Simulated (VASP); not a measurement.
# Rh (Fd-3m) in VASP: further runs

The runs below take Rh through single point, with PBE.

Everything below comes from runs of VASP 6.6.1. Logs are shortened: lines on timing, memory, paths and dates and some standing lists are left out, and cuts for length are marked.

**1. The cell of the first run**

It takes space group Fd-3m (No. 227, cubic). The conventional cell has a = 5.260 Å, b = 5.260 Å, c = 5.260 Å, α = 90.00°, β = 90.00°, γ = 90.00°. Within 3.0 Å of Rh (site symmetry -43m) lie 4 Rh at 2.28 Å.

This isn't the form of Rh at room conditions, which is fcc.

**2. Single point, PBE**

File INCAR:

```
SYSTEM = Rh
PREC = Accurate
ENCUT = 520
EDIFF = 1E-6
ISMEAR = -1
SIGMA = 0.05
LREAL = .False.
LASPH = .True.
NELM = 60
ALGO = Normal
ISIF = 2
LWAVE = .False.
LCHARG = .True.
GGA = PE
LELF = .True.
LVHAR = .True.
NBANDS = 22
```

File KPOINTS:

```
Automatic mesh
0
Gamma
  13 13 13
  0 0 0
```

File POSCAR:

```
Rh
1.0
    0.0000000000      2.6298928662      2.6298928662
    2.6298928662      0.0000000000      2.6298928662
    2.6298928662      2.6298928662      0.0000000000
Rh
2
Direct
   -0.1250000000     -0.1250000000     -0.1250000000
    0.1250000000      0.1250000000      0.1250000000
```

Potentials or basis: VASP PAW PBE potentials, release 64 (Rh_pv).

Command:

```
$ cat potpaw_PBE.64/Rh_pv/POTCAR > POTCAR
$ mpirun -np 1 vasp_std > vasp.out
```

OUTCAR:

```text
SYSTEM = Rh
   PREC = Accurate
   ENCUT = 520
   EDIFF = 1E-6
   ISMEAR = -1
   LREAL = .False.
   LASPH = .True.
   NELM = 60
   ISIF = 2
   GGA = PE

 ion  position               nearest neighbor table
   1  0.875  0.875  0.875-   2 2.28   2 2.28   2 2.28   2 2.28
   2  0.125  0.125  0.125-   1 2.28   1 2.28   1 2.28   1 2.28

  LATTYP: Found a face centered cubic cell.
 ALAT       =     5.2597857324

  Lattice vectors:

 A1 = (   0.0000000000,   2.6298928662,   2.6298928662)
 A2 = (   2.6298928662,   0.0000000000,   2.6298928662)
 A3 = (   2.6298928662,   2.6298928662,   0.0000000000)

Analysis of symmetry for initial positions (statically):
=====================================================================
 Subroutine PRICEL returns:
 Original cell was already a primitive cell.

 Routine SETGRP: Setting up the symmetry group for a
 face centered cubic supercell.

 Subroutine GETGRP returns: Found 48 space group operations
 (whereof 12 operations were pure point group operations)
 out of a pool of 48 trial point group operations.

The static configuration has the point symmetry D_3d.
 The point group associated with its full space group is O_h .

Analysis of symmetry for dynamics (positions and initial velocities):
=====================================================================
 Subroutine PRICEL returns:
 Original cell was already a primitive cell.

 Routine SETGRP: Setting up the symmetry group for a
 face centered cubic supercell.

 Subroutine GETGRP returns: Found 48 space group operations
 (whereof 12 operations were pure point group operations)
 out of a pool of 48 trial point group operations.

The dynamic configuration has the point symmetry D_3d.
 The point group associated with its full space group is O_h .

 Subroutine INISYM returns: Found 48 space group operations
 (whereof 12 operations are pure point group operations),
 and found     1 'primitive' translations

----------------------------------------------------------------------------------------

                                     Primitive cell

  volume of cell :      36.3784

  direct lattice vectors                    reciprocal lattice vectors
     0.000000000  2.629892866  2.629892866    -0.190121813  0.190121813  0.190121813
     2.629892866  0.000000000  2.629892866     0.190121813 -0.190121813  0.190121813
     2.629892866  2.629892866  0.000000000     0.190121813  0.190121813 -0.190121813

  length of vectors
     3.719230159  3.719230159  3.719230159     0.329300640  0.329300640  0.329300640

  position of ions in fractional coordinates (direct lattice)
     0.875000000  0.875000000  0.875000000
     0.125000000  0.125000000  0.125000000

  ion indices of the primitive-cell ions
   primitive index   ion index
                 1           1
                 2           2

----------------------------------------------------------------------------------------

 KPOINTS: Automatic mesh

Automatic generation of k-mesh.
 Grid dimensions read from file:
 generate k-points for:   13   13   13

 Generating k-lattice:

  Cartesian coordinates                     Fractional coordinates (reciprocal lattice)
    -0.014624755  0.014624755  0.014624755     0.076923077  0.000000000  0.000000000
     0.014624755 -0.014624755  0.014624755     0.000000000  0.076923077  0.000000000
     0.014624755  0.014624755 -0.014624755     0.000000000  0.000000000  0.076923077

  Length of vectors
     0.025330818  0.025330818  0.025330818

  Shift w.r.t. Gamma in fractional coordinates (k-lattice)
     0.000000000  0.000000000  0.000000000

 Subroutine IBZKPT returns following result:
 ===========================================

 Found     84 irreducible k-points:

 Following reciprocal coordinates:
            Coordinates               Weight
  0.000000  0.000000  0.000000      1.000000
  0.076923  0.000000  0.000000      8.000000
  0.153846  0.000000  0.000000      8.000000
  0.230769  0.000000  0.000000      8.000000
  0.307692  0.000000  0.000000      8.000000
  0.384615  0.000000  0.000000      8.000000
[... 16 lines left out ...]
  0.384615  0.153846  0.000000     24.000000
  0.461538  0.153846  0.000000     24.000000
 [... further k-points ...]
   k-points           NKPTS =     84   k-points in BZ     NKDIM =     84   number of bands    NBANDS=     22
   number of dos      NEDOS =    301   number of ions     NIONS =      2
   total plane-waves  NPLWV =  21952
   dimension x,y,z NGX =    28 NGY =   28 NGZ =   28
   dimension x,y,z NGXF=    56 NGYF=   56 NGZF=   56
   ions per type =               2
   NGX,Y,Z   is equivalent  to a cutoff of  12.52, 12.52, 12.52 a.u.
   NGXF,Y,Z  is equivalent  to a cutoff of  25.03, 25.03, 25.03 a.u.
 SYSTEM =  Rh
   PREC   = accura    normal or accurate (medium, high low for compatibility)
   ISTART =      0    job   : 0-new  1-cont  2-samecut
   ICHARG =      2    charge: 1-file 2-atom 10-const
   ISPIN  =      1    spin polarized calculation?
   LNONCOLLINEAR =      F non collinear calculations
   LSORBIT =      F    spin-orbit coupling
   LASPH  =      T    aspherical Exc in radial PAW
   ENCUT  =  520.0 eV  38.22 Ry    6.18 a.u.   6.92  6.92  6.92*2*pi/ulx,y,z
   NELM   =     60;   NELMIN=  2; NELMDL= -5     # of ELM steps
   EDIFF  = 0.1E-05   stopping-criterion for ELM
   LREAL  =      F    real-space projection
   EDIFFG = 0.1E-04   stopping-criterion for IOM
   NSW    =      0    number of steps for IOM
   IBRION =     -1    ionic relax: 0-MD 1-quasi-New 2-CG
   NFREE  =      0    steps in history (QN), initial steepest desc. (CG)
   ISIF   =      2    stress and relaxation
   ISYM   =      2    0-nonsym 1-usesym 2-fastsym
   POTIM  = 0.5000    time-step for ionic-motion
   TEBEG  =    0.0;   TEEND  =   0.0 temperature during run
   PSTRESS=    0.0 pullay stress
   NELECT =      30.0000    total number of electrons
   NUPDOWN=      -1.0000    fix difference up-down
   EMIN   =  10.00;   EMAX   =-10.00  energy-range for DOS
   EFERMI =   0.00;   METHOD = LEGACY
   ISMEAR =    -1;   SIGMA  =   0.05  broadening in eV -4-tet -1-fermi 0-gaus
   EFERMI_NEDOS =   21; number of points for ismear=-14 and -15
   IALGO  =     38    algorithm
   IMIX   =      4    mixing-type and parameters
     AMIX     =   0.40;   BMIX     =  1.00
     AMIX_MAG =   1.60;   BMIX_MAG =  1.00
  volume/ion in A,a.u.               =      18.19       122.75
  Fermi-wavevector in a.u.,A,eV,Ry     =   1.535208  2.901122 32.067071  2.356863
  Thomas-Fermi vector in A             =   2.642028
   LORBIT       =      0    0 simple, 1 ext, 2 COOP (PROOUT), +10 PAW based schemes
   GGA     = PE    functional components
   LHFCALC =     F    Hartree Fock is set to
   AEXX    =    0.0000 exact exchange contribution
   IVDW    =     0    specifies the selected vdW correction
   LEPSILON=     F    determine dielectric tensor
   LRPA    =     F    only Hartree local field effects (RPA)
 non-spin polarized calculation
  energy-cutoff  :      520.00
  volume of cell :       36.38
 maximum number of plane-waves:       992
   NGX = 13   NGY = 13   NGZ = 13

 number of electron      30.0000005 magnetization

 Free energy of the ion-electron system (eV)
  ---------------------------------------------------
  ext. energy  EPLUGINS =         0.00000000
  ---------------------------------------------------
  free energy    TOTEN  =       -11.91558369 eV

  energy without entropy =      -11.89248520  energy(sigma->0) =      -11.90403445

 E-fermi :   8.2791     XC(G=0): -11.9192

 val. band max:        8.2734724211   @ k =   0.4615   0.2308   0.0000
 cond. band min:       8.2897332059   @ k =  -0.3077   0.2308   0.0769
 fundamental gap:      0.0162607848
 Fermi energy:         8.2790654236

 k-point     1 :       0.0000    0.0000    0.0000
  band No.  band energies     occupation
      1     -39.4188      2.00000
      2     -39.4188      2.00000
      3     -39.4188      2.00000
      4     -38.5104      2.00000
      5     -38.5104      2.00000
      6     -38.5104      2.00000
[... 14 lines left out ...]
     21      21.5882      0.00000
     22      22.0992      0.00000

 k-point     2 :       0.0769    0.0000    0.0000
  band No.  band energies     occupation
      1     -39.4250      2.00000
      2     -39.4250      2.00000
      3     -39.4175      2.00000
      4     -38.5122      2.00000
      5     -38.5039      2.00000
      6     -38.5039      2.00000
[... 14 lines left out ...]
     21      21.3810      0.00000
     22      22.4578      0.00000

 k-point     3 :       0.1538    0.0000    0.0000
  band No.  band energies     occupation
      1     -39.4418      2.00000
      2     -39.4418      2.00000
      3     -39.4142      2.00000
      4     -38.5170      2.00000
      5     -38.4863      2.00000
      6     -38.4863      2.00000
[... 14 lines left out ...]
     21      20.8387      0.00000
     22      22.8736      0.00000

 k-point     4 :       0.2308    0.0000    0.0000
  band No.  band energies     occupation
      1     -39.4645      2.00000
      2     -39.4645      2.00000
      3     -39.4096      2.00000
      4     -38.5236      2.00000
      5     -38.4624      2.00000
      6     -38.4624      2.00000
[... 14 lines left out ...]
     21      20.1563      0.00000
     22      22.8153      0.00000

 k-point     5 :       0.3077    0.0000    0.0000
  band No.  band energies     occupation
      1     -39.4874      2.00000
      2     -39.4874      2.00000
      3     -39.4051      2.00000
      4     -38.5301      2.00000
      5     -38.4382      2.00000
      6     -38.4382      2.00000
[... 14 lines left out ...]
     21      19.5104      0.00000
     22      22.7782      0.00000

 k-point     6 :       0.3846    0.0000    0.0000
  band No.  band energies     occupation
      1     -39.5056      2.00000
      2     -39.5056      2.00000
      3     -39.4015      2.00000
      4     -38.5353      2.00000
      5     -38.4189      2.00000
      6     -38.4189      2.00000
[... 14 lines left out ...]
     21      19.0185      0.00000
     22      22.7505      0.00000

 k-point     7 :       0.4615    0.0000    0.0000
  band No.  band energies     occupation
      1     -39.5156      2.00000
      2     -39.5156      2.00000
      3     -39.3996      2.00000
      4     -38.5381      2.00000
      5     -38.4083      2.00000
      6     -38.4083      2.00000
[... 324 lines left out ...]
      6     -38.4588      2.00000
[... 14 lines left out ...]
     21      21.1121      0.00000
     22      21.2324      0.00000

 k-point    21 :       0.2308    0.1538    0.0000
  band No.  band energies     occupation
      1     -39.4919      2.00000
      2     -39.4913      2.00000
      3     -39.3447      2.00000
      4     -38.5903      2.00000
      5     -38.4345      2.00000
      6     -38.4343      2.00000
[... 14 lines left out ...]
     21      20.2174      0.00000
     22      21.3638      0.00000

 k-point    22 :       0.3077    0.1538    0.0000
  band No.  band energies     occupation
      1     -39.5193      2.00000
      2     -39.5138      2.00000
      3     -39.3230      2.00000
      4     -38.6129      2.00000
      5     -38.4107      2.00000
      6     -38.4067      2.00000
[... 14 lines left out ...]
     21      19.5851      0.00000
     22      22.2049      0.00000

 k-point    23 :       0.3846    0.1538    0.0000
  band No.  band energies     occupation
      1     -39.5469      2.00000
      2     -39.5310      2.00000
      3     -39.3040      2.00000
      4     -38.6321      2.00000
      5     -38.3925      2.00000
      6     -38.3795      2.00000
[... 14 lines left out ...]
     21      19.2860      0.00000
     22      23.2615      0.00000

 k-point    24 :       0.4615    0.1538    0.0000
  band No.  band energies     occupation
      1     -39.5696      2.00000
      2     -39.5394      2.00000
      3     -39.2913      2.00000
      4     -38.6446      2.00000
      5     -38.3835      2.00000
      6     -38.3573      2.00000
[... 14 lines left out ...]
     21      19.1706      0.00000
     22      23.8848      0.00000

 [... further k-points ...]

------------------------ aborting loop because EDIFF is reached ----------------------------------------

  FORCE on cell =-STRESS in cart. coord.  units (eV):
  Direction    XX          YY          ZZ          XY          YZ          ZX
  --------------------------------------------------------------------------------------
  -------------------------------------------------------------------------------------
  Total        5.9766420      5.9766420      5.9766420      0.0000000      0.0000000     -0.0000000
  in kB      263.2228946    263.2228946    263.2228946      0.0000000      0.0000000     -0.0000000
  external PRESSURE =     263.2228946 kB  Pullay stress =       0.0000000 kB

 VOLUME and BASIS-vectors are now :
 -----------------------------------------------------------------------------
  energy-cutoff  :      520.00
  volume of cell :       36.38
      direct lattice vectors                 reciprocal lattice vectors
     0.000000000  2.629892866  2.629892866    -0.190121813  0.190121813  0.190121813
     2.629892866  0.000000000  2.629892866     0.190121813 -0.190121813  0.190121813
     2.629892866  2.629892866  0.000000000     0.190121813  0.190121813 -0.190121813

 POSITION                                       TOTAL-FORCE (eV/Angst)
 -----------------------------------------------------------------------------------
      4.60231      4.60231      4.60231         0.000000      0.000000      0.000000
      0.65747      0.65747      0.65747        -0.000000     -0.000000     -0.000000
 -----------------------------------------------------------------------------------
    total drift:                                0.000000     -0.000000     -0.000000

  FREE ENERGIE OF THE ION-ELECTRON SYSTEM (eV)
  ---------------------------------------------------
  free  energy   TOTEN  =       -11.9155836892 eV

  energy  without entropy=      -11.8924852018  energy(sigma->0) =      -11.90403445
```

Wall time 49 s (1 thread of Intel Xeon Platinum 8259CL at 2.50GHz (Skylake/Cascade Lake), shared host); peak memory 0.19 GiB.

What came out:

| Property | Result |
| --- | --- |
| Free energy | -11.9156 eV |
| Pressure | 26.3 GPa |
| Band gap on the k mesh | zero (bands 15 and 16 overlap by 1.41 eV) |

Levels at points of the mesh, in eV from the Fermi level:
```tsv
k point	band 12	band 13	band 14	band 15	band 16	band 17	band 18	band 19
(0.00, 0.00, 0.00)	-4.61	-1.72	-1.72	-1.72	0.52	0.52	12.94	13.31
```

Caveat: the cell stands under pressure.

[end of part 1 of 2]
